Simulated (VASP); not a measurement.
A run of VASP 6.6.1:

Contents of POSCAR:

```
BaTe
1.0
    0.0000000000      3.4602696089      3.4602696089
    3.4602696089      0.0000000000      3.4602696089
    3.4602696089      3.4602696089      0.0000000000
Ba Te
1 1
Direct
    0.0000000000      0.0000000000      0.0000000000
    0.5000000000      0.5000000000      0.5000000000
```

Contents of INCAR.step1:

```
  ALGO = Normal
  EDIFF = 1E-4
  ENCUT = 520
  GGA = PE
  ISMEAR = 0
  LASPH = T
  LCHARG = F
  LREAL = F
  LWAVE = T
  NBANDS = 15
  NELM = 60
  PREC = Accurate
  SIGMA = 0.01
```

Contents of INCAR.step2:

```
  ALGO = Normal
  EDIFF = 1E-7
  ENCUT = 520
  ISIF = 2
  ISMEAR = 0
  ISTART = 1
  LASPH = T
  LCHARG = F
  LMIXTAU = T
  LREAL = F
  LWAVE = F
  METAGGA = R2SCAN
  NBANDS = 15
  NELM = 60
  PREC = Accurate
  SIGMA = 0.01
```

Contents of KPOINTS:

```
k-points
0
Gamma
  6 6 6
```

Potentials or basis: VASP PAW PBE potentials, release 64 (Ba_sv, Te).

Run with:

```console
$ cat potpaw_PBE.64/Ba_sv/POTCAR potpaw_PBE.64/Te/POTCAR > POTCAR
$ cp INCAR.step1 INCAR
$ mpirun -np 1 vasp_std > vasp.out
$ cp INCAR.step2 INCAR
$ mpirun -np 1 vasp_std > vasp.out
```

Hardware: 1 thread of Intel Xeon 6975P-C (shared host).

Question: How long does it take, and how much memory?

Answer: Wall time 82 s on 1 thread of Intel Xeon 6975P-C (shared host), peak memory 0.22 GiB. Counts: k points 16.
